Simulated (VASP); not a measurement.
# AgBr2 (P-4m2) in VASP: further runs, part 2 of 2

VASP 6.6.1.

### 3 Relaxation of cell and atoms, PBE

This run uses another cell than the first one, of 32.44 Å³/atom, 0.984 times its volume.

Contents of INCAR:

```
  PREC = Accurate
  ENCUT = 600
  EDIFF = 1E-6
  ISMEAR = 0
  SIGMA = 0.1
  LREAL = False
  LASPH = True
  NELM = 100
  ALGO = Normal
  ISIF = 3
  LWAVE = False
  LCHARG = False
  GGA = PE
  IBRION = 2
  NSW = 100
  EDIFFG = -0.01
```

Contents of KPOINTS:

```
Automatic mesh
0
Gamma
  12 12 8
```

Contents of POSCAR:

```
AgBr2
1.0
    3.9671581206      0.0000000000      0.0000000000
    0.0000000000      3.9671581206      0.0000000000
    0.0000000000      0.0000000000      6.1842606596
Ag Br
1 2
Direct
    0.0000000000      0.0000000000      0.0000000000
    0.5000000000      0.0000000000      0.2705256199
    0.0000000000      0.5000000000      0.7294743801
```

Potentials or basis: VASP PAW PBE potentials, release 64 (Ag, Br).

Command:

```console
$ cat potpaw_PBE.64/Ag/POTCAR potpaw_PBE.64/Br/POTCAR > POTCAR
$ mpirun -np 1 vasp_std > vasp.out
```

OUTCAR:

```text
PREC = Accurate
   ENCUT = 600
   EDIFF = 1E-6
   ISMEAR = 0
   LREAL = False
   LASPH = True
   NELM = 100
   ISIF = 3
   GGA = PE
   IBRION = 2
   NSW = 100
   EDIFFG = -0.01

 ion  position               nearest neighbor table
   1  0.000  0.000  0.000-   2 2.59   3 2.59   3 2.59   2 2.59
   2  0.500  0.000  0.271-   1 2.59   1 2.59
   3  0.000  0.500  0.729-   1 2.59   1 2.59

  LATTYP: Found a simple tetragonal cell.
 ALAT       =     3.9671581206
 C/A-ratio  =     1.5588641722

  Lattice vectors:
[... 696 lines left out ...]

  FORCE on cell =-STRESS in cart. coord.  units (eV):
  Direction    XX          YY          ZZ          XY          YZ          ZX
  --------------------------------------------------------------------------------------
  -------------------------------------------------------------------------------------
  Total       -0.0048315     -0.0048315      0.0128615      0.0000000      0.0000000      0.0000000
  in kB       -0.0791799     -0.0791799      0.2107792      0.0000000      0.0000000      0.0000000
  external PRESSURE =       0.0174731 kB  Pullay stress =       0.0000000 kB

 VOLUME and BASIS-vectors are now :
 -----------------------------------------------------------------------------
  energy-cutoff  :      600.00
  volume of cell :       97.76
      direct lattice vectors                 reciprocal lattice vectors
     3.972017055  0.000000000  0.000000000     0.251761255  0.000000000  0.000000000
     0.000000000  3.972017055  0.000000000     0.000000000  0.251761255  0.000000000
     0.000000000  0.000000000  6.196581314     0.000000000  0.000000000  0.161379307

 POSITION                                       TOTAL-FORCE (eV/Angst)
 -----------------------------------------------------------------------------------
      3.97202      0.00000      0.00000         0.000000      0.000000      0.000000
      1.98601      0.00000      1.67751        -0.000000      0.000000     -0.006461
      0.00000      1.98601      4.51907        -0.000000      0.000000      0.006461
 -----------------------------------------------------------------------------------
    total drift:                                0.000000      0.000000     -0.000000

  FREE ENERGIE OF THE ION-ELECTRON SYSTEM (eV)
  ---------------------------------------------------
  free  energy   TOTEN  =        -6.3737413570 eV

  energy  without entropy=       -6.3527122606  energy(sigma->0) =       -6.36322681

 reached required accuracy - stopping structural energy minimisation
```

OSZICAR:

```text
N       E                     dE             d eps       ncg     rms          rms(c)
DAV:   1     0.168194817688E+03    0.16819E+03   -0.11823E+04  4488   0.145E+03
[... 15 lines left out ...]
DAV:   1    -0.637832772902E+01   -0.48353E-02   -0.88799E-02  4480   0.315E+00    0.454E-01
DAV:   2    -0.637428583154E+01    0.40419E-02   -0.15847E-02  4504   0.187E+00    0.211E-01
DAV:   3    -0.637385208074E+01    0.43375E-03   -0.92949E-04  4640   0.348E-01    0.109E-01
DAV:   4    -0.637375309346E+01    0.98987E-04   -0.82465E-04  4624   0.167E-01    0.636E-02
DAV:   5    -0.637374494465E+01    0.81488E-05   -0.39151E-05  4960   0.484E-02    0.392E-02
DAV:   6    -0.637374131076E+01    0.36339E-05   -0.13753E-05  5360   0.479E-02    0.559E-03
DAV:   7    -0.637374135699E+01   -0.46233E-07   -0.12138E-06  3048   0.176E-02
   2 F= -.63737414E+01 E0= -.63632268E+01  d E =-.248582E-03
```

Wall time 6.2 min (1 thread of AMD EPYC 7R13 (Zen 3), shared host); peak memory 0.4 GiB.

What came out:

```yaml
Free_energy: -6.3737 eV
Relaxed_volume: 32.59 Å³/atom
Relaxed_cell: a = 3.972 Å, b = 3.972 Å, c = 6.197 Å, α = 90.00°, β = 90.00°, γ = 90.00°
Space_group_after_relaxing_to_0.05_Å: P-4m2 (No. 115)
Energy_gained_by_relaxing: 0.1 meV/atom
Ionic_steps: 2
Pressure_after_relaxing: 0.0 GPa
Largest_force_after_relaxing: 0.006 eV/Å
```

Forces in eV/Å, atoms in the order of the input:
```
Ag   0.000  0.000  0.000
Br   0.000  0.000 -0.006
Br   0.000  0.000  0.006
```

Step by step:
```
step  energy change (eV)  largest force (eV/Å)  pressure (GPa)  volume (Å³)
   1              0.0000                0.0244            0.15        97.33
   2             -0.0002                0.0065            0.00        97.76
```

Final structure:
```
CELL_PARAMETERS angstrom
3.97202 0.00000 0.00000
0.00000 3.97202 0.00000
0.00000 0.00000 6.19658
ATOMIC_POSITIONS crystal
Ag 0.00000 0.00000 0.00000
Br 0.50000 0.00000 0.27072
Br 0.00000 0.50000 0.72928
```

Levels at points of the mesh, in eV from the Fermi level:
```
           k point  band 9  band 10  band 11  band 12  band 13  band 14  band 15  band 16
(0.00, 0.00, 0.00)   -1.07    -1.07     0.03     0.36     0.36     3.19     6.04     7.99
(0.50, 0.00, 0.00)   -1.95    -0.95    -0.89    -0.24    -0.07     5.48     7.06     7.80
(0.50, 0.50, 0.00)   -1.50    -1.23    -1.20    -0.96    -0.96     5.39     5.79     5.79
(0.00, 0.00, 0.50)   -0.82    -0.82    -0.67     0.08     0.08     4.64     5.77     8.55
(0.50, 0.00, 0.50)   -2.55    -0.37    -0.27    -0.25    -0.03     4.53     6.28     8.67
(0.50, 0.50, 0.50)   -1.84    -1.77    -1.13    -1.13    -0.77     6.46     6.98     6.98
```

Caveat: an odd number of electrons without spin polarisation forces a metal; a magnetic or distorted state may lie lower.
